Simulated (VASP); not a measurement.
Wanted: the native input for a VASP 6.6.1 run.

```yaml
Task: single point
Functional: PBE
Potentials_or_basis: VASP PAW PBE potentials, release 64 (H)
Cutoff: 500 eV
k_mesh: 8 × 8 × 4
Occupations: gaussian, width 0.02 eV
Spin: no spin polarisation
Dipole_correction: no
Further_INCAR_settings: ALGO = Normal; EDIFF = 1e-06; NBANDS = 10
```

The structure of H lies in POSCAR:

```
H
1.0
    1.7030982646     -2.8251119675      0.0000000000
    1.7030982646      2.8251119675      0.0000000000
    0.0000000000      0.0000000000      6.6209334634
H
4
Direct
    0.5676267940      0.4323732060      0.9935155305
    0.4323732060      0.5676267940      0.0035035617
    0.4323732060      0.5676267940      0.4964964383
    0.5676267940      0.4323732060      0.5064844695
```

This cell differs from its parent crystal: strained and its atoms moved.

One way to write it, as run:

INCAR

```
  PREC = Accurate
  ENCUT = 500
  EDIFF = 1E-6
  ISMEAR = 0
  SIGMA = 0.02
  LREAL = F
  LASPH = T
  NELM = 120
  ALGO = Normal
  ISIF = 2
  LWAVE = F
  LCHARG = F
  GGA = PE
  NBANDS = 10
  GGA_COMPAT = F
```

KPOINTS

```
Automatic mesh
0
Gamma
  8 8 4
```

Potentials or basis: VASP PAW PBE potentials, release 64 (H).

Launch:

```bash
$ cat potpaw_PBE.64/H/POTCAR > POTCAR
$ mpirun -np 1 vasp_std > vasp.out
```

It gave:

```json
{"Pressure": "-0.8 GPa", "Largest force": "0.556 eV/Å", "Band gap on the k mesh": "8.25 eV"}
```

Caveat: the cell differs from its parent crystal (strained and its atoms moved).

It took 8.3 s on 1 thread of Intel(R) Xeon(R) 6975P-C (Granite Rapids), with other jobs on the host, peak memory 0.16 GiB.
